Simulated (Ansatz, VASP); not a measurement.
# GaP in VASP and in Ansatz

Contents of INCAR:

```
SYSTEM = GaP
  PREC = Accurate
  ENCUT = 520
  EDIFF = 1E-6
  ISMEAR = -1
  SIGMA = 0.05
  LREAL = .False.
  LASPH = .True.
  NELM = 100
  ALGO = Normal
  ISIF = 2
  LWAVE = .False.
  LCHARG = .False.
  GGA = PE
  NBANDS = 16
```

KPOINTS

```
Automatic mesh
0
Gamma
  10 10 10
  0 0 0
```

POSCAR

```
GaP
1.0
    0.0000000000      2.6434925000      2.7252500000
    2.6434925000      0.0000000000      2.7252500000
    2.6434925000      2.6434925000      0.0000000000
Ga P
1 1
Direct
    0.0000000000      0.0000000000      0.0000000000
    0.7500000000      0.7500000000      0.7500000000
```

Input for Ansatz:

```yaml
crystal:
  lattice:
    - [0.0, 2.6434925, 2.72525]
    - [2.6434925, 0.0, 2.72525]
    - [2.6434925, 2.6434925, 0.0]
  atoms:
    - { symbol: Ga, position: [0.0, 0.0, 0.0] }
    - { symbol: P, position: [0.75, 0.75, 0.75] }
kpoints:
  mp_grid: { grid: [10, 10, 10] }
  band_path:
    path:
      - [0.0, 0.0, 0.0]
      - [0.5, 0.0, 0.5]
      - [0.75, 0.25, 0.5]
      - [0.5, 0.5, 0.5]
      - [0.0, 0.0, 0.0]
      - [0.5, 0.5, 0.0]
      - [0.6323875, 0.6323875, 0.264775]
      - [0.3676125, 0.3676125, 0.735225]
      - [0.0, 0.0, 0.0]
    npoints: 5
scf:
  occupations: { method: fermi_dirac, width: 0.05 }
hamiltonian:
  xc: pbe
  pseudopotentials: { kind: all_electron, lapw: { basis_error: 0.0005 } }
output:
  forces: true
  stress: true
  eigenvalues: true
```

Change from the starting cell: equal xx and yy strain of -3 %.

Alike in both runs: task single point; functional PBE; k mesh 10 × 10 × 10; occupations fermi-dirac, width 0.05 eV; no spin polarisation.

```csv
,VASP,Ansatz
version,VASP 6.6.1,Ansatz 0.2.0
potentials or method,"VASP PAW PBE potentials, release 64 (Ga_d, P), cutoff 520 eV","all-electron LAPW, scalar-relativistic"
```

```csv
,VASP,Ansatz,Ansatz less VASP
pressure (GPa),8.5,8.6,+0.09
"traceless stress, the component that is largest in VASP (GPa)",-1.58,-1.58,+0.003
```

Ansatz ran all-electron here, and VASP with PAW potentials.
